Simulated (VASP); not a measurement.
# Hf (Im-3m) in VASP: single point with PBE

Aim: the single point of Hf with PBE.

Program: VASP 6.6.1. These are calculated values, not measurements. Logs are shortened: lines on timing, memory, paths and dates and some standing lists are left out, and cuts for length are marked.

## (1) The cell of the first run

It takes space group Im-3m (No. 229, cubic). Conventional cell: a = 3.547 Å, b = 3.547 Å, c = 3.547 Å, α = 90.00°, β = 90.00°, γ = 90.00°. Within 4.0 Å of Hf (site symmetry m-3m) lie 14 Hf at 3.07 to 3.55 Å.

## (2) Single point, PBE

File INCAR:

```
ALGO     = Normal         # electronic algorithm
EDIFF    = 1E-6           # SCF threshold, eV
ENCUT    = 500            # plane-wave cutoff, eV
GGA      = PE             # functional
GGA_COMPAT= F            
ISIF     = 2              # what is computed and relaxed
ISMEAR   = 0              # smearing method
LASPH    = T              # aspherical terms in the spheres
LCHARG   = T              # write CHGCAR
LELF     = T              # ELF
LREAL    = F              # projectors in reciprocal space
LVHAR    = T            
LWAVE    = F              # write WAVECAR
NBANDS   = 11             # bands
NELM     = 120            # most SCF steps
PREC     = Accurate       # precision mode
SIGMA    = 0.05           # smearing width, eV
```

File KPOINTS:

```
k-points
0
Gamma
  8 8 8
```

File POSCAR:

```
Hf
1.0
   -1.7734035933      1.7734035933      1.7734035933
    1.7734035933     -1.7734035933      1.7734035933
    1.7734035933      1.7734035933     -1.7734035933
Hf
1
Direct
    0.0000000000      0.0000000000      0.0000000000
```

Potentials or basis: VASP PAW PBE potentials, release 64 (Hf_pv).

Command:

```sh
cat potpaw_PBE.64/Hf_pv/POTCAR > POTCAR
mpirun -np 1 vasp_std > vasp.out
```

OUTCAR:

```text
EDIFF = 1E-6
   ENCUT = 500
   GGA = PE
   ISIF = 2
   ISMEAR = 0
   LASPH = T
   LREAL = F
   NELM = 120
   PREC = Accurate

 ion  position               nearest neighbor table
   1  0.000  0.000  0.000-

  LATTYP: Found a body centered cubic cell.
 ALAT       =     3.5468071866

  Lattice vectors:

 A1 = (  -1.7734035933,   1.7734035933,   1.7734035933)
 A2 = (   1.7734035933,  -1.7734035933,   1.7734035933)
 A3 = (   1.7734035933,   1.7734035933,  -1.7734035933)

Analysis of symmetry for initial positions (statically):
=====================================================================
 Subroutine PRICEL returns:
 Original cell was already a primitive cell.

 Routine SETGRP: Setting up the symmetry group for a
 body centered cubic supercell.

 Subroutine GETGRP returns: Found 48 space group operations
 (whereof 48 operations were pure point group operations)
 out of a pool of 48 trial point group operations.

The static configuration has the point symmetry O_h .

Analysis of symmetry for dynamics (positions and initial velocities):
=====================================================================
 Subroutine PRICEL returns:
 Original cell was already a primitive cell.

 Routine SETGRP: Setting up the symmetry group for a
 body centered cubic supercell.

 Subroutine GETGRP returns: Found 48 space group operations
 (whereof 48 operations were pure point group operations)
 out of a pool of 48 trial point group operations.

The dynamic configuration has the point symmetry O_h .

 Subroutine INISYM returns: Found 48 space group operations
 (whereof 48 operations are pure point group operations),
 and found     1 'primitive' translations

----------------------------------------------------------------------------------------

                                     Primitive cell

  volume of cell :      22.3091

  direct lattice vectors                    reciprocal lattice vectors
    -1.773403593  1.773403593  1.773403593     0.000000000  0.281943717  0.281943717
     1.773403593 -1.773403593  1.773403593     0.281943717  0.000000000  0.281943717
     1.773403593  1.773403593 -1.773403593     0.281943717  0.281943717  0.000000000

  length of vectors
     3.071625126  3.071625126  3.071625126     0.398728628  0.398728628  0.398728628

  position of ions in fractional coordinates (direct lattice)
     0.000000000  0.000000000  0.000000000

  ion indices of the primitive-cell ions
   primitive index   ion index
                 1           1

----------------------------------------------------------------------------------------

 KPOINTS: k-points

Automatic generation of k-mesh.
 Grid dimensions read from file:
 generate k-points for:    8    8    8

 Generating k-lattice:

  Cartesian coordinates                     Fractional coordinates (reciprocal lattice)
     0.000000000  0.035242965  0.035242965     0.125000000  0.000000000  0.000000000
     0.035242965  0.000000000  0.035242965     0.000000000  0.125000000  0.000000000
     0.035242965  0.035242965  0.000000000     0.000000000  0.000000000  0.125000000

  Length of vectors
     0.049841078  0.049841078  0.049841078

  Shift w.r.t. Gamma in fractional coordinates (k-lattice)
     0.000000000  0.000000000  0.000000000

 Subroutine IBZKPT returns following result:
 ===========================================

 Found     29 irreducible k-points:

 Following reciprocal coordinates:
            Coordinates               Weight
  0.000000  0.000000  0.000000      1.000000
  0.125000  0.000000  0.000000     12.000000
  0.250000  0.000000  0.000000     12.000000
  0.375000  0.000000  0.000000     12.000000
  0.500000  0.000000  0.000000      6.000000
  0.125000  0.125000  0.000000     24.000000
[... 16 lines left out ...]
 -0.250000  0.250000  0.250000      6.000000
 -0.375000  0.375000  0.250000     24.000000
 [... further k-points ...]
   k-points           NKPTS =     29   k-points in BZ     NKDIM =     29   number of bands    NBANDS=     11
   number of dos      NEDOS =    301   number of ions     NIONS =      1
   total plane-waves  NPLWV =  13824
   dimension x,y,z NGX =    24 NGY =   24 NGZ =   24
   dimension x,y,z NGXF=    48 NGYF=   48 NGZF=   48
   ions per type =               1
   NGX,Y,Z   is equivalent  to a cutoff of  12.99, 12.99, 12.99 a.u.
   NGXF,Y,Z  is equivalent  to a cutoff of  25.98, 25.98, 25.98 a.u.
 SYSTEM =  unknown system
   PREC   = accura    normal or accurate (medium, high low for compatibility)
   ISTART =      0    job   : 0-new  1-cont  2-samecut
   ICHARG =      2    charge: 1-file 2-atom 10-const
   ISPIN  =      1    spin polarized calculation?
   LNONCOLLINEAR =      F non collinear calculations
   LSORBIT =      F    spin-orbit coupling
   LASPH  =      T    aspherical Exc in radial PAW
   ENCUT  =  500.0 eV  36.75 Ry    6.06 a.u.   5.60  5.60  5.60*2*pi/ulx,y,z
   NELM   =    120;   NELMIN=  2; NELMDL= -5     # of ELM steps
   EDIFF  = 0.1E-05   stopping-criterion for ELM
   LREAL  =      F    real-space projection
   EDIFFG = 0.1E-04   stopping-criterion for IOM
   NSW    =      0    number of steps for IOM
   IBRION =     -1    ionic relax: 0-MD 1-quasi-New 2-CG
   NFREE  =      0    steps in history (QN), initial steepest desc. (CG)
   ISIF   =      2    stress and relaxation
   ISYM   =      2    0-nonsym 1-usesym 2-fastsym
   POTIM  = 0.5000    time-step for ionic-motion
   TEBEG  =    0.0;   TEEND  =   0.0 temperature during run
   PSTRESS=    0.0 pullay stress
   NELECT =      10.0000    total number of electrons
   NUPDOWN=      -1.0000    fix difference up-down
   EMIN   =  10.00;   EMAX   =-10.00  energy-range for DOS
   EFERMI =   0.00;   METHOD = LEGACY
   ISMEAR =     0;   SIGMA  =   0.05  broadening in eV -4-tet -1-fermi 0-gaus
   EFERMI_NEDOS =   21; number of points for ismear=-14 and -15
   IALGO  =     38    algorithm
   IMIX   =      4    mixing-type and parameters
     AMIX     =   0.40;   BMIX     =  1.00
     AMIX_MAG =   1.60;   BMIX_MAG =  1.00
  volume/ion in A,a.u.               =      22.31       150.55
  Fermi-wavevector in a.u.,A,eV,Ry     =   1.252893  2.367624 21.357615  1.569740
  Thomas-Fermi vector in A             =   2.386772
   LORBIT       =      0    0 simple, 1 ext, 2 COOP (PROOUT), +10 PAW based schemes
   GGA     = PE    functional components
   LHFCALC =     F    Hartree Fock is set to
   AEXX    =    0.0000 exact exchange contribution
   IVDW    =     0    specifies the selected vdW correction
   LEPSILON=     F    determine dielectric tensor
   LRPA    =     F    only Hartree local field effects (RPA)
 non-spin polarized calculation
 Gauss-broadening in eV      SIGMA  =   0.05
  energy-cutoff  :      500.00
  volume of cell :       22.31
 maximum number of plane-waves:       586
 NGX is ok and might be reduce to    24
   NGX = 11   NGY = 11   NGZ = 11

 number of electron      10.0000001 magnetization

 Free energy of the ion-electron system (eV)
  ---------------------------------------------------
  ext. energy  EPLUGINS =         0.00000000
  ---------------------------------------------------
  free energy    TOTEN  =        -9.75204854 eV

  energy without entropy =       -9.74991186  energy(sigma->0) =       -9.75098020

 E-fermi :   4.5503     XC(G=0): -11.2968

 val. band max:        4.5092245788   @ k =  -0.2500   0.2500   0.2500
 cond. band min:       4.5767326064   @ k =   0.2500   0.2500   0.0000
 fundamental gap:      0.0675080275
 Fermi energy:         4.5502732895

 k-point     1 :       0.0000    0.0000    0.0000
  band No.  band energies     occupation
      1     -25.2380      2.00000
      2     -25.2380      2.00000
      3     -25.2380      2.00000
      4      -2.4508      2.00000
      5       6.1225      0.00000
      6       6.1225      0.00000
      7       6.1225      0.00000
      8       8.9095      0.00000
      9       8.9095      0.00000
     10      17.8947      0.00000
     11      17.8947      0.00000

 k-point     2 :       0.1250    0.0000    0.0000
  band No.  band energies     occupation
      1     -25.3665      2.00000
      2     -25.2782      2.00000
      3     -25.2386      2.00000
      4      -1.8849      2.00000
      5       5.7421      0.00000
      6       5.9157      0.00000
      7       6.6886      0.00000
      8       8.4297      0.00000
      9       8.9132      0.00000
     10      17.8564      0.00000
     11      18.3645      0.00000

 k-point     3 :       0.2500    0.0000    0.0000
  band No.  band energies     occupation
      1     -25.6651      2.00000
      2     -25.3739      2.00000
      3     -25.2399      2.00000
      4      -0.4516      2.00000
      5       4.9690      0.00000
      6       5.1425      0.00000
      7       8.3059      0.00000
      8       8.4035      0.00000
      9       9.0588      0.00000
     10      17.8470      0.00000
     11      18.0050      0.00000

 k-point     4 :       0.3750    0.0000    0.0000
  band No.  band energies     occupation
      1     -25.9488      2.00000
      2     -25.4678      2.00000
      3     -25.2413      2.00000
      4       0.8810      2.00000
      5       4.3313      2.00000
      6       5.0173      0.00000
      7       8.7889      0.00000
      8       9.4549      0.00000
      9      10.6378      0.00000
     10      16.0445      0.00000
     11      16.1467      0.00000
[... 239 lines left out ...]
 k-point    22 :       0.2500    0.2500    0.2500
  band No.  band energies     occupation
      1     -25.6504      2.00000
      2     -25.6504      2.00000
      3     -25.6504      2.00000
      4       3.9520      2.00000
      5       3.9520      2.00000
      6       3.9520      2.00000
      7       9.8992      0.00000
      8       9.8992      0.00000
      9      10.2830      0.00000
     10      16.0275      0.00000
     11      16.0275      0.00000

 k-point    23 :      -0.2500    0.2500    0.2500
  band No.  band energies     occupation
      1     -25.6803      2.00000
      2     -25.5209      2.00000
      3     -25.5209      2.00000
      4       1.2440      2.00000
      5       4.5092      1.75437
      6       6.3822      0.00000
      7       6.3822      0.00000
      8       8.2415      0.00000
      9       9.5890      0.00000
     10      17.2926      0.00000
     11      17.8758      0.00000

 k-point    24 :      -0.3750    0.3750    0.2500
  band No.  band energies     occupation
      1     -25.8533      2.00000
      2     -25.6221      2.00000
      3     -25.5451      2.00000
      4       2.3566      2.00000
      5       3.5097      2.00000
      6       6.3956      0.00000
      7       6.8949      0.00000
      8       9.6568      0.00000
      9      10.1160      0.00000
     10      16.7147      0.00000
     11      17.8695      0.00000

 [... further k-points ...]
[... 5 lines left out ...]
  --------------------------------------------------------------------------------------
  -------------------------------------------------------------------------------------
  Total       -0.0905024     -0.0905024     -0.0905024      0.0000000      0.0000000     -0.0000000
  in kB       -6.4996183     -6.4996183     -6.4996183      0.0000000      0.0000000     -0.0000000
  external PRESSURE =      -6.4996183 kB  Pullay stress =       0.0000000 kB

 VOLUME and BASIS-vectors are now :
 -----------------------------------------------------------------------------
  energy-cutoff  :      500.00
  volume of cell :       22.31
      direct lattice vectors                 reciprocal lattice vectors
    -1.773403593  1.773403593  1.773403593     0.000000000  0.281943717  0.281943717
     1.773403593 -1.773403593  1.773403593     0.281943717  0.000000000  0.281943717
     1.773403593  1.773403593 -1.773403593     0.281943717  0.281943717  0.000000000

 POSITION                                       TOTAL-FORCE (eV/Angst)
 -----------------------------------------------------------------------------------
      0.00000      0.00000      0.00000        -0.000000      0.000000      0.000000
 -----------------------------------------------------------------------------------
    total drift:                               -0.000000      0.000000      0.000000

  FREE ENERGIE OF THE ION-ELECTRON SYSTEM (eV)
  ---------------------------------------------------
  free  energy   TOTEN  =        -9.7520485360 eV

  energy  without entropy=       -9.7499118564  energy(sigma->0) =       -9.75098020
```

It took 9 s on 1 thread of Intel Xeon 8259CL, shared host; peak memory 0.14 GiB.

What came out:

| Item | Value |
| --- | --- |
| Free energy | -9.7520 eV |
| Pressure | -0.6 GPa |
| Band gap on the k mesh | zero (band 5 reaches 6.12 eV, above the bottom of band 6 at 3.85 eV) |

Caveat: spin-orbit coupling is left out, which moves the levels of the heavy elements.
